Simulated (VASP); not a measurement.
# Sn3S (Pm-3m) in VASP: a series of runs, part 3 of 4

VASP 6.6.1. Earlier steps stand in the parts before.

## (4) Single point, PBE

This run uses another cell than the first one, of 25.61 Å³/atom.

INCAR reads:

```
SYSTEM = Sn3S
PREC = Accurate
ENCUT = 520
EDIFF = 1E-7
ISMEAR = 0
SIGMA = 0.1
LREAL = .False.
LASPH = .True.
NELM = 80
ALGO = Normal
ISIF = 2
LWAVE = .False.
LCHARG = .False.
GGA = PE
NBANDS = 32
```

KPOINTS reads:

```
Automatic mesh
0
Gamma
  10 10 10
  0 0 0
```

POSCAR reads:

```
Sn3S
1.0
    4.6787684407      0.0000000000      0.0000000000
    0.0000000000      4.6787684407      0.0000000000
    0.0000000000      0.0000000000      4.6787684407
Sn S
3 1
Direct
    0.0000000000      0.5000000000      0.5000000000
    0.5000000000      0.0000000000      0.5000000000
    0.5000000000      0.5000000000      0.0000000000
    0.0000000000      0.0000000000      0.0000000000
```

Potentials or basis: VASP PAW PBE potentials, release 64 (Sn_d, S).

Started as:

```
> cat potpaw_PBE.64/Sn_d/POTCAR potpaw_PBE.64/S/POTCAR > POTCAR
> mpirun -np 1 vasp_std > vasp.out
```

OUTCAR:

```text
SYSTEM = Sn3S
   PREC = Accurate
   ENCUT = 520
   EDIFF = 1E-7
   ISMEAR = 0
   LREAL = .False.
   LASPH = .True.
   NELM = 80
   ISIF = 2
   GGA = PE

 ion  position               nearest neighbor table
   1  0.000  0.500  0.500-   2 3.31   3 3.31   3 3.31   2 3.31   2 3.31   3 3.31   3 3.31   2 3.31

   2  0.500  0.000  0.500-   1 3.31   3 3.31   3 3.31   1 3.31   3 3.31   3 3.31   1 3.31   1 3.31

   3  0.500  0.500  0.000-   1 3.31   2 3.31   1 3.31   2 3.31   2 3.31   2 3.31   1 3.31   1 3.31

   4  0.000  0.000  0.000-

  LATTYP: Found a simple cubic cell.
 ALAT       =     4.6787684407

  Lattice vectors:

 A1 = (   4.6787684407,   0.0000000000,   0.0000000000)
 A2 = (   0.0000000000,   4.6787684407,   0.0000000000)
 A3 = (   0.0000000000,   0.0000000000,   4.6787684407)

Analysis of symmetry for initial positions (statically):
=====================================================================
 Subroutine PRICEL returns:
 Original cell was already a primitive cell.

 Routine SETGRP: Setting up the symmetry group for a
 simple cubic supercell.

 Subroutine GETGRP returns: Found 48 space group operations
 (whereof 48 operations were pure point group operations)
 out of a pool of 48 trial point group operations.

The static configuration has the point symmetry O_h .

Analysis of symmetry for dynamics (positions and initial velocities):
=====================================================================
 Subroutine PRICEL returns:
 Original cell was already a primitive cell.

 Routine SETGRP: Setting up the symmetry group for a
 simple cubic supercell.

 Subroutine GETGRP returns: Found 48 space group operations
 (whereof 48 operations were pure point group operations)
 out of a pool of 48 trial point group operations.

The dynamic configuration has the point symmetry O_h .

 Subroutine INISYM returns: Found 48 space group operations
 (whereof 48 operations are pure point group operations),
 and found     1 'primitive' translations

[... 119 lines left out ...]
  volume/ion in A,a.u.               =      25.61       172.79
  Fermi-wavevector in a.u.,A,eV,Ry     =   1.271619  2.403012 22.000825  1.617015
  Thomas-Fermi vector in A             =   2.404542
   LORBIT       =      0    0 simple, 1 ext, 2 COOP (PROOUT), +10 PAW based schemes
   GGA     = PE    functional components
   LHFCALC =     F    Hartree Fock is set to
   AEXX    =    0.0000 exact exchange contribution
   IVDW    =     0    specifies the selected vdW correction
   LEPSILON=     F    determine dielectric tensor
   LRPA    =     F    only Hartree local field effects (RPA)
 non-spin polarized calculation
 Gauss-broadening in eV      SIGMA  =   0.10
  energy-cutoff  :      520.00
  volume of cell :      102.42
 maximum number of plane-waves:      2800
 NGX is ok and might be reduce to    36
   NGX = 17   NGY = 17   NGZ = 17

 number of electron      47.9999951 magnetization

 Free energy of the ion-electron system (eV)
  ---------------------------------------------------
  ext. energy  EPLUGINS =         0.00000000
  ---------------------------------------------------
  free energy    TOTEN  =       -15.15922484 eV

  energy without entropy =      -15.14891784  energy(sigma->0) =      -15.15407134

 E-fermi :   7.5698     XC(G=0): -10.2222

 val. band max:        7.5642700629   @ k =   0.4000   0.3000   0.0000
 cond. band min:       7.5895977932   @ k =   0.4000   0.2000   0.0000
 fundamental gap:      0.0253277303
 Fermi energy:         7.5697793910

 k-point     1 :       0.0000    0.0000    0.0000
  band No.  band energies     occupation
      1     -14.3045      2.00000
      2     -14.3045      2.00000
      3     -14.3045      2.00000
      4     -14.2777      2.00000
      5     -14.2777      2.00000
      6     -14.2468      2.00000
[... 829 lines left out ...]
     31      12.8011      0.00000
     32      13.6668      0.00000

 [... further k-points ...]

------------------------ aborting loop because EDIFF is reached ----------------------------------------

  FORCE on cell =-STRESS in cart. coord.  units (eV):
  Direction    XX          YY          ZZ          XY          YZ          ZX
  --------------------------------------------------------------------------------------
  -------------------------------------------------------------------------------------
  Total       -0.0413857     -0.0413857     -0.0413857     -0.0000000      0.0000000      0.0000000
  in kB       -0.6473905     -0.6473905     -0.6473905     -0.0000000      0.0000000      0.0000000
  external PRESSURE =      -0.6473905 kB  Pullay stress =       0.0000000 kB

 VOLUME and BASIS-vectors are now :
 -----------------------------------------------------------------------------
  energy-cutoff  :      520.00
  volume of cell :      102.42
      direct lattice vectors                 reciprocal lattice vectors
     4.678768441  0.000000000  0.000000000     0.213731458  0.000000000  0.000000000
     0.000000000  4.678768441  0.000000000     0.000000000  0.213731458  0.000000000
     0.000000000  0.000000000  4.678768441     0.000000000  0.000000000  0.213731458

 POSITION                                       TOTAL-FORCE (eV/Angst)
 -----------------------------------------------------------------------------------
      0.00000      2.33938      2.33938         0.000000      0.000000      0.000000
      2.33938      0.00000      2.33938         0.000000      0.000000      0.000000
      2.33938      2.33938      0.00000         0.000000      0.000000      0.000000
      0.00000      0.00000      0.00000         0.000000      0.000000      0.000000
 -----------------------------------------------------------------------------------
    total drift:                                0.000000      0.000000      0.000000

  FREE ENERGIE OF THE ION-ELECTRON SYSTEM (eV)
  ---------------------------------------------------
  free  energy   TOTEN  =       -15.1592248431 eV

  energy  without entropy=      -15.1489178370  energy(sigma->0) =      -15.15407134
```

OSZICAR:

```text
N       E                     dE             d eps       ncg     rms          rms(c)
DAV:   1     0.455468247924E+03    0.45547E+03   -0.23568E+04  3688   0.221E+03
DAV:   2     0.459534171187E+02   -0.40951E+03   -0.39713E+03  3592   0.561E+02
DAV:   3    -0.126167707893E+02   -0.58570E+02   -0.56211E+02  4344   0.175E+02
DAV:   4    -0.154422315619E+02   -0.28255E+01   -0.28089E+01  4096   0.406E+01
DAV:   5    -0.155321580573E+02   -0.89926E-01   -0.89914E-01  5024   0.767E+00    0.614E+00
DAV:   6    -0.151755955918E+02    0.35656E+00   -0.71004E-01  4624   0.526E+00    0.361E+00
DAV:   7    -0.151646043587E+02    0.10991E-01   -0.15099E-01  4448   0.187E+00    0.192E+00
DAV:   8    -0.151595842035E+02    0.50202E-02   -0.29267E-02  4664   0.973E-01    0.239E-01
DAV:   9    -0.151591122520E+02    0.47195E-03   -0.31709E-03  4224   0.468E-01    0.123E-01
DAV:  10    -0.151592270985E+02   -0.11485E-03   -0.71645E-04  4304   0.208E-01    0.407E-02
DAV:  11    -0.151592259729E+02    0.11256E-05   -0.33622E-05  5184   0.406E-02    0.198E-02
DAV:  12    -0.151592251610E+02    0.81192E-06   -0.42445E-06  4440   0.141E-02    0.584E-03
DAV:  13    -0.151592246912E+02    0.46980E-06   -0.53842E-07  3952   0.650E-03    0.145E-03
DAV:  14    -0.151592247997E+02   -0.10846E-06   -0.10744E-07  2904   0.334E-03    0.775E-04
DAV:  15    -0.151592248431E+02   -0.43470E-07   -0.24991E-08  2456   0.162E-03
   1 F= -.15159225E+02 E0= -.15154071E+02  d E =-.103070E-01
```

stdout:

```text
POSCAR found type information on POSCAR SnS
 POSCAR found :  2 types and       4 ions
 scaLAPACK will be used
 LDA part: xc-table for (Slater+PW92), standard interpolation
 POSCAR, INCAR and KPOINTS ok, starting setup
 FFT: planning ... GRIDC
 FFT: planning ... GRID_SOFT
 FFT: planning ... GRID
 WAVECAR not read
 entering main loop
```

Wall time 54 s (1 thread of Intel Xeon 6975P-C (Granite Rapids), shared host); peak memory 0.29 GiB.

Results:

```
Free energy            : -15.1592 eV
Pressure               : -0.1 GPa
Band gap on the k mesh : zero (bands 24 and 25 overlap by 2.02 eV)
```

Levels at points of the mesh, in eV from the Fermi level:
```
           k point  band 22  band 23  band 24  band 25  band 26  band 27
(0.00, 0.00, 0.00)    -4.30    -0.30    -0.30    -0.30     2.50     2.50
(0.50, 0.00, 0.00)    -2.04    -1.79    -1.79    -0.01     1.86     2.07
(0.50, 0.50, 0.00)    -2.07    -2.07    -0.58     0.10     0.19     0.19
(0.50, 0.50, 0.50)    -5.18    -4.91     1.48     1.48     1.48     6.12
```

Caveat: spin-orbit coupling is left out, which moves the levels of the heavy elements.

## (5) Relaxation of cell and atoms, PBE

INCAR reads:

```
SYSTEM = Sn3S
PREC = Accurate ; ENCUT = 600
EDIFF = 1E-6 ; ISMEAR = 0
SIGMA = 0.1 ; LREAL = .False.
LASPH = .True. ; NELM = 60
ALGO = Normal ; ISIF = 3
LWAVE = .False. ; LCHARG = .False.
GGA = PE ; IBRION = 2
NSW = 100 ; EDIFFG = -0.01
```

KPOINTS reads:

```
regular mesh
0
Gamma
  10 10 10
  0 0 0
```

POSCAR reads:

```
Sn3S
1.0
    4.5785248979      0.0000000000      0.0000000000
    0.0000000000      4.5785248979      0.0000000000
    0.0000000000      0.0000000000      4.5785248979
Sn S
3 1
Direct
    0.0000000000      0.5000000000      0.5000000000
    0.5000000000      0.0000000000      0.5000000000
    0.5000000000      0.5000000000      0.0000000000
    0.0000000000      0.0000000000      0.0000000000
```

Potentials or basis: VASP PAW PBE potentials, release 64 (Sn_d, S).

Started as:

```
> cat potpaw_PBE.64/Sn_d/POTCAR potpaw_PBE.64/S/POTCAR > POTCAR
> mpirun -np 1 vasp_std > vasp.out
```

OUTCAR:

```text
SYSTEM = Sn3S
   PREC = Accurate
   ENCUT = 600
   EDIFF = 1E-6
   ISMEAR = 0
   LREAL = .False.
   LASPH = .True.
   NELM = 60
   ISIF = 3
   GGA = PE
   IBRION = 2
   NSW = 100
   EDIFFG = -0.01

 ion  position               nearest neighbor table
   1  0.000  0.500  0.500-   2 3.24   3 3.24   4 3.24   3 3.24   4 3.24   2 3.24   4 3.24   4 3.24
                             2 3.24   3 3.24   3 3.24   2 3.24
   2  0.500  0.000  0.500-   1 3.24   3 3.24   4 3.24   3 3.24   4 3.24   1 3.24   3 3.24   3 3.24
                             1 3.24   4 3.24   4 3.24   1 3.24
   3  0.500  0.500  0.000-   1 3.24   2 3.24   4 3.24   1 3.24   2 3.24   2 3.24   4 3.24   2 3.24
                             1 3.24   4 3.24   1 3.24   4 3.24
   4  0.000  0.000  0.000-   1 3.24   2 3.24   3 3.24   1 3.24   2 3.24   1 3.24   3 3.24   1 3.24
                             2 3.24   3 3.24   2 3.24   3 3.24

  LATTYP: Found a simple cubic cell.
 ALAT       =     4.5785248979

  Lattice vectors:

 A1 = (   4.5785248979,   0.0000000000,   0.0000000000)
 A2 = (   0.0000000000,   4.5785248979,   0.0000000000)
 A3 = (   0.0000000000,   0.0000000000,   4.5785248979)

Analysis of symmetry for initial positions (statically):
=====================================================================
 Subroutine PRICEL returns:
 Original cell was already a primitive cell.

 Routine SETGRP: Setting up the symmetry group for a
 simple cubic supercell.

 Subroutine GETGRP returns: Found 48 space group operations
 (whereof 48 operations were pure point group operations)
 out of a pool of 48 trial point group operations.

The static configuration has the point symmetry O_h .

Analysis of symmetry for dynamics (positions and initial velocities):
=====================================================================
 Subroutine PRICEL returns:
 Original cell was already a primitive cell.

 Routine SETGRP: Setting up the symmetry group for a
 simple cubic supercell.

 Subroutine GETGRP returns: Found 48 space group operations
 (whereof 48 operations were pure point group operations)
[... 136 lines left out ...]
   LRPA    =     F    only Hartree local field effects (RPA)
 conjugate gradient relaxation of ions
 non-spin polarized calculation
 Gauss-broadening in eV      SIGMA  =   0.10
  energy-cutoff  :      600.00
  volume of cell :       95.98
 maximum number of plane-waves:      3225
 NGX is ok and might be reduce to    40
   NGX = 19   NGY = 19   NGZ = 19

--------------------------------------- Ionic step        1  -------------------------------------------

 number of electron      48.0000002 magnetization

 Free energy of the ion-electron system (eV)
  ---------------------------------------------------
  ext. energy  EPLUGINS =         0.00000000
  ---------------------------------------------------
  free energy    TOTEN  =       -15.08966078 eV

  energy without entropy =      -15.07795943  energy(sigma->0) =      -15.08381010

------------------------ aborting loop because EDIFF is reached ----------------------------------------

  FORCE on cell =-STRESS in cart. coord.  units (eV):
  Direction    XX          YY          ZZ          XY          YZ          ZX
  --------------------------------------------------------------------------------------
  -------------------------------------------------------------------------------------
  Total        2.2023213      2.2023213      2.2023213      0.0000000      0.0000000     -0.0000000
  in kB       36.7633022     36.7633022     36.7633022      0.0000000      0.0000000     -0.0000000
  external PRESSURE =      36.7633022 kB  Pullay stress =       0.0000000 kB
[... 63 lines left out ...]
--------------------------------------- Ionic step        3  -------------------------------------------

 number of electron      47.9999991 magnetization

 Free energy of the ion-electron system (eV)
  ---------------------------------------------------
  ext. energy  EPLUGINS =         0.00000000
  ---------------------------------------------------
  free energy    TOTEN  =       -15.15847750 eV

  energy without entropy =      -15.14815182  energy(sigma->0) =      -15.15331466

 E-fermi :   7.5821     XC(G=0): -10.2270

 val. band max:        7.5775533344   @ k =   0.4000   0.3000   0.0000
 cond. band min:       7.6013848899   @ k =   0.4000   0.2000   0.0000
 fundamental gap:      0.0238315556
 Fermi energy:         7.5820865113

 k-point     1 :       0.0000    0.0000    0.0000
  band No.  band energies     occupation
      1     -14.2931      2.00000
      2     -14.2931      2.00000
      3     -14.2931      2.00000
      4     -14.2659      2.00000
      5     -14.2659      2.00000
      6     -14.2353      2.00000
[... 733 lines left out ...]
     27       8.8466      0.00000
     28       9.9876      0.00000

 [... further k-points ...]

------------------------ aborting loop because EDIFF is reached ----------------------------------------

  FORCE on cell =-STRESS in cart. coord.  units (eV):
  Direction    XX          YY          ZZ          XY          YZ          ZX
  --------------------------------------------------------------------------------------
  -------------------------------------------------------------------------------------
  Total        0.0137512      0.0137512      0.0137512     -0.0000000     -0.0000000     -0.0000000
  in kB        0.2153277      0.2153277      0.2153277     -0.0000000     -0.0000000     -0.0000000
  external PRESSURE =       0.2153277 kB  Pullay stress =       0.0000000 kB
[... 19 lines left out ...]
  FREE ENERGIE OF THE ION-ELECTRON SYSTEM (eV)
  ---------------------------------------------------
  free  energy   TOTEN  =       -15.1584774980 eV

  energy  without entropy=      -15.1481518181  energy(sigma->0) =      -15.15331466

 reached required accuracy - stopping structural energy minimisation
```

OSZICAR:

```text
N       E                     dE             d eps       ncg     rms          rms(c)
DAV:   1     0.467528359768E+03    0.46753E+03   -0.26358E+04  3152   0.282E+03
[... 27 lines left out ...]
DAV:   3    -0.151594644318E+02    0.17616E-01   -0.55802E-02  3908   0.305E+00    0.152E-01
DAV:   4    -0.151586067198E+02    0.85771E-03   -0.11706E-03  3224   0.289E-01    0.556E-02
DAV:   5    -0.151584805065E+02    0.12621E-03   -0.16975E-04  3988   0.797E-02    0.253E-02
DAV:   6    -0.151584777994E+02    0.27071E-05   -0.32979E-05  3416   0.643E-02    0.957E-03
DAV:   7    -0.151584791467E+02   -0.13473E-05   -0.48555E-06  3176   0.227E-02    0.280E-03
DAV:   8    -0.151584779338E+02    0.12129E-05   -0.45857E-07  1700   0.898E-03    0.449E-04
DAV:   9    -0.151584774980E+02    0.43581E-06   -0.15122E-07  1648   0.426E-03
   3 F= -.15158477E+02 E0= -.15153315E+02  d E =-.688167E-01
```

Run time: 2.3 min. Hardware: 1 thread of Intel Xeon 6975P-C (Granite Rapids), shared host; peak memory 0.34 GiB.

What came out:

```yaml
Free_energy: -15.1585 eV
Relaxed_volume: 25.58 Å³/atom
Relaxed_cell: a = 4.677 Å, b = 4.677 Å, c = 4.677 Å, α = 90.00°, β = 90.00°, γ = 90.00°
Space_group_after_relaxing_to_0.1_Å: Pm-3m (No. 221)
Energy_gained_by_relaxing: 17.2 meV/atom
Ionic_steps: 3
Pressure_after_relaxing: 0.0 GPa
Band_gap_on_the_k_mesh: zero (bands 24 and 25 overlap by 2.02 eV)
```

Step by step:
| step | energy change (eV) | largest force (eV/Å) | pressure (GPa) | volume (Å³) |
| --- | --- | --- | --- | --- |
| 1 | 0.0000 | 0.0000 | 3.68 | 95.98 |
| 2 | -0.0655 | 0.0000 | -0.70 | 103.83 |
| 3 | -0.0688 | 0.0000 | 0.02 | 102.32 |

Final structure:
```
CELL_PARAMETERS angstrom
4.67718 0.00000 0.00000
0.00000 4.67718 0.00000
0.00000 0.00000 4.67718
ATOMIC_POSITIONS crystal
Sn 0.00000 0.50000 0.50000
Sn 0.50000 0.00000 0.50000
Sn 0.50000 0.50000 0.00000
S 0.00000 0.00000 0.00000
```

Caveat: spin-orbit coupling is left out, which moves the levels of the heavy elements.

(Continued in part 4 of 4.)
